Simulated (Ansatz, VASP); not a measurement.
# Two plane-wave programs on SrCl2

INCAR

```
  PREC = Accurate
  ENCUT = 520
  EDIFF = 1E-6
  ISMEAR = 0
  SIGMA = 0.05
  LREAL = F
  LASPH = T
  NELM = 80
  ALGO = Normal
  ISIF = 2
  LWAVE = F
  LCHARG = T
  GGA = PE
  LELF = T
  LVHAR = T
  NBANDS = 19
```

KPOINTS

```
Automatic mesh
0
Gamma
  6 6 6
```

The input POSCAR:

```
SrCl2
1.0
    0.0000000000      3.4263960121      3.7125000791
    3.4263960121      0.0000000000      3.7125000791
    3.4263960121      3.4263960121      0.0000000000
Sr Cl
1 2
Direct
    0.0000000000      0.0000000000      0.0000000000
    0.2500000000      0.2500000000      0.2500000000
    0.7500000000      0.7500000000      0.7500000000
```

Input for Ansatz:

```yaml
crystal:
  lattice:
    - [0.0, 3.4263960121, 3.7125000791]
    - [3.4263960121, 0.0, 3.7125000791]
    - [3.4263960121, 3.4263960121, 0.0]
  atoms:
    - { symbol: Sr, position: [0.0, 0.0, 0.0] }
    - { symbol: Cl, position: [0.25, 0.25, 0.25] }
    - { symbol: Cl, position: [0.75, 0.75, 0.75] }
basis:
  ecutwfc: 420
kpoints:
  mp_grid: { grid: [6, 6, 6] }
hamiltonian:
  xc: pbe
scf:
  occupations: { method: gaussian, width: 0.05 }
output:
  forces: true
  stress: true
  eigenvalues: true
```

Alike in both runs: task single point; functional PBE; k mesh 6 × 6 × 6; occupations gaussian, width 0.05 eV; no spin polarisation.

```csv
,VASP,Ansatz
version,VASP 6.6.1,Ansatz 0.2.0
potentials or method,"VASP PAW PBE potentials, release 64 (Sr_sv, Cl), cutoff 520 eV","scalar-relativistic, plane waves, PAW"
valence electrons in the cell,24,24
```

|  | VASP | Ansatz | Ansatz less VASP |
| --- | --- | --- | --- |
| gap on the k mesh at the Fermi level (eV) | 4.85 | 4.86 | +0.004 |
| least direct gap on the mesh (eV) | 5.16 | 5.16 | +0.001 |
| pressure (GPa) | 0.2 | 0.1 | -0.07 |
| traceless stress, the component that is largest in VASP (GPa) | -2.63 | -2.65 | -0.015 |

With one functional, cell and mesh, what is left measures potentials, basis and numerics.
